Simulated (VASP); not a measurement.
The system is BaTiO3.

```
Ba Ti O
1.0
     3.97237    0.00000    0.00000
     0.00000    3.97237    0.00000
     0.00000    0.00000    4.11223
Ba Ti O
1 1 3
Direct
  0.00000 0.00000 0.99564
  0.50000 0.50000 0.47753
  0.50000 0.50000 0.03455
  0.50000 0.00000 0.51764
  0.00000 0.50000 0.51764
```

Base run:

| Quantity | Value |
| --- | --- |
| Program | VASP 6.6.1 |
| Functional | r2SCAN |
| Potentials or basis | VASP PAW PBE potentials, release 64 (Ba_sv, Ti_sv, O) |
| Cutoff | 520 eV |
| k mesh | 6 × 6 × 6 |
| Occupations | gaussian, width 0.01 eV |
| Spin | no spin polarisation |

Its results: band gap on the k mesh 2.21 eV (least direct gap 2.71 eV); pressure 1.9 GPa; largest force 0.164 eV/Å.

**Question.** The run is repeated on the same cell with these changes: functional from r2SCAN to PBE; further incar settings from ALGO = Normal; EDIFF = 1e-07; NBANDS = 28 to ALGO = Normal; EDIFF = 1e-06; NBANDS = 28. What comes out?

**Answer.** Band gap on the k mesh 1.81 eV (least direct gap 2.30 eV); pressure 4.9 GPa; largest force 0.200 eV/Å.

Caveats: spin-orbit coupling is left out, which moves the levels of the heavy elements; the PAW data sets were made with another functional, which shifts forces and pressure a little (at least some runs); the cell stands under pressure (at least some runs).

A k mesh can miss the band edges.
